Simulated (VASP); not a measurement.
# Cu (Fm-3m) in VASP: relaxation of cell and atoms with PBEsol

Aim: the relaxation of cell and atoms of Cu with PBEsol.

All numbers are computed with VASP 6.6.1; they aren't measurements. Logs are shortened: lines on timing, memory, paths and dates and some standing lists are left out, and cuts for length are marked.

### 1 The cell of the first run

It takes space group Fm-3m (No. 225, cubic). Conventional cell: a = 3.650 Å, b = 3.650 Å, c = 3.650 Å, α = 90.00°, β = 90.00°, γ = 90.00°. Cu (site symmetry m-3m) has 12 Cu at 2.58 Å within 3.4 Å.

### 2 Relaxation of cell and atoms, PBEsol

Contents of INCAR:

```
SYSTEM = Cu
PREC     = Accurate       ! precision mode
ENCUT    = 820            ! plane-wave cutoff, eV
EDIFF    = 1E-7           ! SCF threshold, eV
ISMEAR   = 0              ! smearing method
SIGMA    = 0.1            ! smearing width, eV
LREAL    = .False.        ! projectors in reciprocal space
LASPH    = .True.         ! aspherical terms in the spheres
NELM     = 120            ! most SCF steps
ALGO     = Normal         ! electronic algorithm
ISIF     = 3              ! what is computed and relaxed
LWAVE    = .False.        ! write WAVECAR
LCHARG   = .False.        ! write CHGCAR
GGA      = PS             ! functional
IBRION   = 2              ! ionic algorithm
NSW      = 100            ! ionic steps
EDIFFG   = -0.05          ! ionic threshold
GGA_COMPAT= .False.      
NELMIN   = 4
```

Contents of KPOINTS:

```
Automatic mesh
0
Gamma
  10 10 10
  0 0 0
```

Contents of POSCAR:

```
Cu
1.0
    0.0000000000      1.8250000000      1.8250000000
    1.8250000000      0.0000000000      1.8250000000
    1.8250000000      1.8250000000      0.0000000000
Cu
1
Direct
    0.0000000000      0.0000000000      0.0000000000
```

Potentials or basis: VASP PAW PBE potentials, release 64 (Cu_sv_GW).

On the command line:

```bash
cat potpaw_PBE.64/Cu_sv_GW/POTCAR > POTCAR
mpirun -np 1 vasp_std > vasp.out
```

OUTCAR:

```text
SYSTEM = Cu
   PREC = Accurate
   ENCUT = 820
   EDIFF = 1E-7
   ISMEAR = 0
   LREAL = .False.
   LASPH = .True.
   NELM = 120
   ISIF = 3
   GGA = PS
   IBRION = 2
   NSW = 100
   EDIFFG = -0.05
   NELMIN = 4

 ion  position               nearest neighbor table
   1  0.000  0.000  0.000-

  LATTYP: Found a face centered cubic cell.
 ALAT       =     3.6500000000

  Lattice vectors:

 A1 = (   0.0000000000,   1.8250000000,   1.8250000000)
 A2 = (   1.8250000000,   0.0000000000,   1.8250000000)
 A3 = (   1.8250000000,   1.8250000000,   0.0000000000)

Analysis of symmetry for initial positions (statically):
=====================================================================
 Subroutine PRICEL returns:
 Original cell was already a primitive cell.

 Routine SETGRP: Setting up the symmetry group for a
 face centered cubic supercell.

 Subroutine GETGRP returns: Found 48 space group operations
 (whereof 48 operations were pure point group operations)
 out of a pool of 48 trial point group operations.

The static configuration has the point symmetry O_h .

Analysis of symmetry for dynamics (positions and initial velocities):
=====================================================================
 Subroutine PRICEL returns:
 Original cell was already a primitive cell.

 Routine SETGRP: Setting up the symmetry group for a
 face centered cubic supercell.

 Subroutine GETGRP returns: Found 48 space group operations
 (whereof 48 operations were pure point group operations)
 out of a pool of 48 trial point group operations.

The dynamic configuration has the point symmetry O_h .

 Subroutine INISYM returns: Found 48 space group operations
 (whereof 48 operations are pure point group operations),
 and found     1 'primitive' translations

----------------------------------------------------------------------------------------

                                     Primitive cell

  volume of cell :      12.1568

  direct lattice vectors                    reciprocal lattice vectors
     0.000000000  1.825000000  1.825000000    -0.273972603  0.273972603  0.273972603
     1.825000000  0.000000000  1.825000000     0.273972603 -0.273972603  0.273972603
     1.825000000  1.825000000  0.000000000     0.273972603  0.273972603 -0.273972603

  length of vectors
     2.580939751  2.580939751  2.580939751     0.474534468  0.474534468  0.474534468

  position of ions in fractional coordinates (direct lattice)
     0.000000000  0.000000000  0.000000000

  ion indices of the primitive-cell ions
   primitive index   ion index
                 1           1

----------------------------------------------------------------------------------------

 KPOINTS: Automatic mesh

Automatic generation of k-mesh.
 Grid dimensions read from file:
 generate k-points for:   10   10   10

 Generating k-lattice:

  Cartesian coordinates                     Fractional coordinates (reciprocal lattice)
    -0.027397260  0.027397260  0.027397260     0.100000000  0.000000000  0.000000000
     0.027397260 -0.027397260  0.027397260     0.000000000  0.100000000  0.000000000
     0.027397260  0.027397260 -0.027397260     0.000000000  0.000000000  0.100000000

  Length of vectors
     0.047453447  0.047453447  0.047453447

  Shift w.r.t. Gamma in fractional coordinates (k-lattice)
     0.000000000  0.000000000  0.000000000

 Subroutine IBZKPT returns following result:
 ===========================================

 Found     47 irreducible k-points:

 Following reciprocal coordinates:
            Coordinates               Weight
  0.000000  0.000000  0.000000      1.000000
  0.100000  0.000000  0.000000      8.000000
  0.200000  0.000000  0.000000      8.000000
  0.300000  0.000000  0.000000      8.000000
  0.400000  0.000000  0.000000      8.000000
  0.500000  0.000000  0.000000      4.000000
[... 16 lines left out ...]
  0.300000  0.300000  0.000000      6.000000
  0.400000  0.300000  0.000000     24.000000
 [... further k-points ...]
   k-points           NKPTS =     47   k-points in BZ     NKDIM =     47   number of bands    NBANDS=     13
   number of dos      NEDOS =    301   number of ions     NIONS =      1
   total plane-waves  NPLWV =  13824
   dimension x,y,z NGX =    24 NGY =   24 NGZ =   24
   dimension x,y,z NGXF=    48 NGYF=   48 NGZF=   48
   ions per type =               1
   NGX,Y,Z   is equivalent  to a cutoff of  15.46, 15.46, 15.46 a.u.
   NGXF,Y,Z  is equivalent  to a cutoff of  30.92, 30.92, 30.92 a.u.
 SYSTEM =  Cu
   PREC   = accura    normal or accurate (medium, high low for compatibility)
   ISTART =      0    job   : 0-new  1-cont  2-samecut
   ICHARG =      2    charge: 1-file 2-atom 10-const
   ISPIN  =      1    spin polarized calculation?
   LNONCOLLINEAR =      F non collinear calculations
   LSORBIT =      F    spin-orbit coupling
   LASPH  =      T    aspherical Exc in radial PAW
   ENCUT  =  820.0 eV  60.27 Ry    7.76 a.u.   6.03  6.03  6.03*2*pi/ulx,y,z
   NELM   =    120;   NELMIN=  4; NELMDL= -5     # of ELM steps
   EDIFF  = 0.1E-06   stopping-criterion for ELM
   LREAL  =      F    real-space projection
   EDIFFG = -.5E-01   stopping-criterion for IOM
   NSW    =    100    number of steps for IOM
   IBRION =      2    ionic relax: 0-MD 1-quasi-New 2-CG
   NFREE  =      1    steps in history (QN), initial steepest desc. (CG)
   ISIF   =      3    stress and relaxation
   ISYM   =      2    0-nonsym 1-usesym 2-fastsym
   POTIM  = 0.5000    time-step for ionic-motion
   TEBEG  =    0.0;   TEEND  =   0.0 temperature during run
   PSTRESS=    0.0 pullay stress
   NELECT =      19.0000    total number of electrons
   NUPDOWN=      -1.0000    fix difference up-down
   EMIN   =  10.00;   EMAX   =-10.00  energy-range for DOS
   EFERMI =   0.00;   METHOD = LEGACY
   ISMEAR =     0;   SIGMA  =   0.10  broadening in eV -4-tet -1-fermi 0-gaus
   EFERMI_NEDOS =   21; number of points for ismear=-14 and -15
   IALGO  =     38    algorithm
   IMIX   =      4    mixing-type and parameters
     AMIX     =   0.40;   BMIX     =  1.00
     AMIX_MAG =   1.60;   BMIX_MAG =  1.00
  volume/ion in A,a.u.               =      12.16        82.04
  Fermi-wavevector in a.u.,A,eV,Ry     =   1.899852  3.590200 49.109394  3.609439
  Thomas-Fermi vector in A             =   2.939096
   LORBIT       =      0    0 simple, 1 ext, 2 COOP (PROOUT), +10 PAW based schemes
   GGA     = PS    functional components
   LHFCALC =     F    Hartree Fock is set to
   AEXX    =    0.0000 exact exchange contribution
   IVDW    =     0    specifies the selected vdW correction
   LEPSILON=     F    determine dielectric tensor
   LRPA    =     F    only Hartree local field effects (RPA)
 conjugate gradient relaxation of ions
 non-spin polarized calculation
 Gauss-broadening in eV      SIGMA  =   0.10
  energy-cutoff  :      820.00
  volume of cell :       12.16
 maximum number of plane-waves:       662
   NGX = 13   NGY = 13   NGZ = 13

--------------------------------------- Ionic step        1  -------------------------------------------

 number of electron      19.0000009 magnetization

 Free energy of the ion-electron system (eV)
  ---------------------------------------------------
  ext. energy  EPLUGINS =         0.00000000
  ---------------------------------------------------
  free energy    TOTEN  =        -4.34612605 eV

  energy without entropy =       -4.34315619  energy(sigma->0) =       -4.34464112

------------------------ aborting loop because EDIFF is reached ----------------------------------------

  FORCE on cell =-STRESS in cart. coord.  units (eV):
  Direction    XX          YY          ZZ          XY          YZ          ZX
  --------------------------------------------------------------------------------------
  -------------------------------------------------------------------------------------
  Total       -0.8644863     -0.8644863     -0.8644863      0.0000000      0.0000000      0.0000000
  in kB     -113.9331515   -113.9331515   -113.9331515      0.0000000      0.0000000      0.0000000
  external PRESSURE =    -113.9331515 kB  Pullay stress =       0.0000000 kB

 VOLUME and BASIS-vectors are now :
 -----------------------------------------------------------------------------
  energy-cutoff  :      820.00
  volume of cell :       12.16
      direct lattice vectors                 reciprocal lattice vectors
     0.000000000  1.825000000  1.825000000    -0.273972603  0.273972603  0.273972603
     1.825000000  0.000000000  1.825000000     0.273972603 -0.273972603  0.273972603
     1.825000000  1.825000000  0.000000000     0.273972603  0.273972603 -0.273972603
[... 36 lines left out ...]
 POSITION                                       TOTAL-FORCE (eV/Angst)
 -----------------------------------------------------------------------------------
      1.74889      1.74889     -0.00000         0.000000      0.000000     -0.000000
 -----------------------------------------------------------------------------------
    total drift:                                0.000000      0.000000     -0.000000

  FREE ENERGIE OF THE ION-ELECTRON SYSTEM (eV)
  ---------------------------------------------------
  free  energy   TOTEN  =        -4.3620099529 eV

  energy  without entropy=       -4.3585415087  energy(sigma->0) =       -4.36027573

--------------------------------------- Ionic step        3  -------------------------------------------

 number of electron      18.9999991 magnetization

 Free energy of the ion-electron system (eV)
  ---------------------------------------------------
  ext. energy  EPLUGINS =         0.00000000
  ---------------------------------------------------
  free energy    TOTEN  =        -4.37967019 eV

  energy without entropy =       -4.37609398  energy(sigma->0) =       -4.37788208

 E-fermi :   7.8572     XC(G=0): -13.8531

 val. band max:        7.7971656140   @ k =   0.5000   0.1000   0.0000
 cond. band min:       8.1028614959   @ k =   0.5000   0.3000   0.1000
 fundamental gap:      0.3056958819
 Fermi energy:         7.8572207492

 k-point     1 :       0.0000    0.0000    0.0000
  band No.  band energies     occupation
      1    -104.4033      2.00000
      2     -61.8526      2.00000
      3     -61.8525      2.00000
      4     -61.8525      2.00000
      5      -1.8233      2.00000
      6       4.8262      2.00000
      7       4.8262      2.00000
      8       4.8262      2.00000
      9       5.7327      2.00000
     10       5.7327      2.00000
     11      30.9315      0.00000
     12      33.8802      0.00000
     13      33.8802      0.00000

 k-point     2 :       0.1000    0.0000    0.0000
  band No.  band energies     occupation
      1    -104.4016      2.00000
      2     -61.8650      2.00000
      3     -61.8543      2.00000
      4     -61.8543      2.00000
      5      -1.4485      2.00000
      6       4.7445      2.00000
      7       4.8961      2.00000
      8       4.8961      2.00000
      9       5.7074      2.00000
     10       5.7074      2.00000
     11      28.5139      0.00000
[... 339 lines left out ...]
 k-point    24 :       0.4000    0.3000    0.0000
  band No.  band energies     occupation
      1    -104.3844      2.00000
      2     -61.9522      2.00000
      3     -61.8948      2.00000
      4     -61.8907      2.00000
      5       2.6787      2.00000
      6       3.6583      2.00000
      7       5.3711      2.00000
      8       5.8761      2.00000
      9       6.3151      2.00000
     10       6.8962      2.00000
     11      20.4007      0.00000
     12      21.2987      0.00000
     13      23.2694      0.00000

 [... further k-points ...]

------------------------ aborting loop because EDIFF is reached ----------------------------------------

  FORCE on cell =-STRESS in cart. coord.  units (eV):
  Direction    XX          YY          ZZ          XY          YZ          ZX
  --------------------------------------------------------------------------------------
  -------------------------------------------------------------------------------------
  Total       -0.0134310     -0.0134310     -0.0134310      0.0000000     -0.0000000      0.0000000
  in kB       -1.9083588     -1.9083588     -1.9083588      0.0000000     -0.0000000      0.0000000
  external PRESSURE =      -1.9083588 kB  Pullay stress =       0.0000000 kB

 VOLUME and BASIS-vectors are now :
 -----------------------------------------------------------------------------
  energy-cutoff  :      820.00
  volume of cell :       11.28
      direct lattice vectors                 reciprocal lattice vectors
     0.000000000  1.779822055  1.779822055    -0.280926960  0.280926960  0.280926960
     1.779822055  0.000000000  1.779822055     0.280926960 -0.280926960  0.280926960
     1.779822055  1.779822055 -0.000000000     0.280926960  0.280926960 -0.280926960

 POSITION                                       TOTAL-FORCE (eV/Angst)
 -----------------------------------------------------------------------------------
      0.00000      0.00000      0.00000         0.000000      0.000000     -0.000000
 -----------------------------------------------------------------------------------
    total drift:                               -0.000000      0.000000      0.000000

  FREE ENERGIE OF THE ION-ELECTRON SYSTEM (eV)
  ---------------------------------------------------
  free  energy   TOTEN  =        -4.3796701863 eV

  energy  without entropy=       -4.3760939834  energy(sigma->0) =       -4.37788208

 reached required accuracy - stopping structural energy minimisation
```

Run time: 66 s. Hardware: 1 thread of AMD EPYC 7R43 (Zen 3), shared host; peak memory 0.13 GiB.

Results:

```
Free energy                           : -4.3797 eV
Relaxed volume                        : 11.28 Å³/atom
Relaxed cell                          : a = 2.517 Å, b = 2.517 Å, c = 2.517 Å, α = 60.00°, β = 60.00°, γ = 60.00°
Space group after relaxing (to 0.1 Å) : Fm-3m (No. 225)
Energy gained by relaxing             : 33.5 meV/atom
Ionic steps                           : 3
Pressure after relaxing               : -0.2 GPa
Band gap on the k mesh                : zero (an odd number of electrons rules out a gap without spin polarisation)
```

The path:
| step | energy change (eV) | largest force (eV/Å) | pressure (GPa) | volume (Å³) |
| --- | --- | --- | --- | --- |
| 1 | 0.0000 | 0.0000 | -11.39 | 12.16 |
| 2 | -0.0159 | 0.0000 | 10.42 | 10.70 |
| 3 | -0.0335 | 0.0000 | -0.19 | 11.28 |

Final structure:
```yaml
crystal:
  lattice:
    - [0.00000, 1.77982, 1.77982]
    - [1.77982, 0.00000, 1.77982]
    - [1.77982, 1.77982, 0.00000]
  atoms:
    - { symbol: Cu, position: [0.00000, 0.00000, 0.00000] }
```

Levels at points of the mesh, in eV from the Fermi level:
| k point | band 7 | band 8 | band 9 | band 10 | band 11 | band 12 | band 13 |
| --- | --- | --- | --- | --- | --- | --- | --- |
| (0.00, 0.00, 0.00) | -3.03 | -3.03 | -2.12 | -2.12 | 23.07 | 26.02 | 26.02 |
| (0.50, 0.00, 0.00) | -3.07 | -1.51 | -1.51 | -1.10 | 4.09 | 21.54 | 22.82 |
| (0.50, 0.50, 0.00) | -1.52 | -1.35 | -1.35 | 1.49 | 7.54 | 13.47 | 13.47 |

Caveat: the PAW data sets were made with another functional, which shifts forces and pressure a little.

The gap in the log of VASP goes by the Fermi energy; the results here count the filled bands.